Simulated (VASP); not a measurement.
The system is C.

```xyz
2
Lattice="0.0000 1.7850 1.7850 1.7850 0.0000 1.7850 1.7850 1.7850 0.0000" Properties=species:S:1:pos:R:3 pbc="T T T"
C     0.0000    0.0000    0.0000
C     0.8925    0.8925    0.8925
```

| Quantity | Value |
| --- | --- |
| Program | VASP 6.6.1 |
| Task | relaxation of cell and atoms |
| Functional | LDA |
| Potentials or basis | VASP PAW LDA potentials, release 64 (C) |
| Cutoff | 600 eV |
| k mesh | 10 × 10 × 10 |
| Occupations | gaussian, width 0.01 eV |
| Spin | no spin polarisation |

At the start: pressure -13.5 GPa; volume 5.69 Å³/atom.

Question: Where does the relaxation end?

Answer: Over 6 steps the energy falls by 7.4 meV/atom and the volume is 5.52 Å³/atom (-3.0 %); space group Fd-3m (No. 227, to 0.05 Å).

Step by step:
| step | energy change (eV) | largest force (eV/Å) | pressure (GPa) | volume (Å³) |
| --- | --- | --- | --- | --- |
| 1 | 0.0000 | 0.0000 | -13.52 | 11.37 |
| 2 | 0.0108 | 0.0000 | 19.80 | 10.60 |
| 3 | -0.0149 | 0.0000 | -0.13 | 11.03 |
| 4 | -0.0149 | 0.0000 | 0.15 | 11.03 |
| 5 | -0.0149 | 0.0000 | -0.16 | 11.03 |
| 6 | -0.0149 | 0.0000 | -0.03 | 11.03 |

Final structure:
```
C
1.0
     0.00000    1.76681    1.76681
     1.76681    0.00000    1.76681
     1.76681    1.76681    0.00000
C
2
Direct
  0.00000 0.00000 0.00000
  0.25000 0.25000 0.25000
```
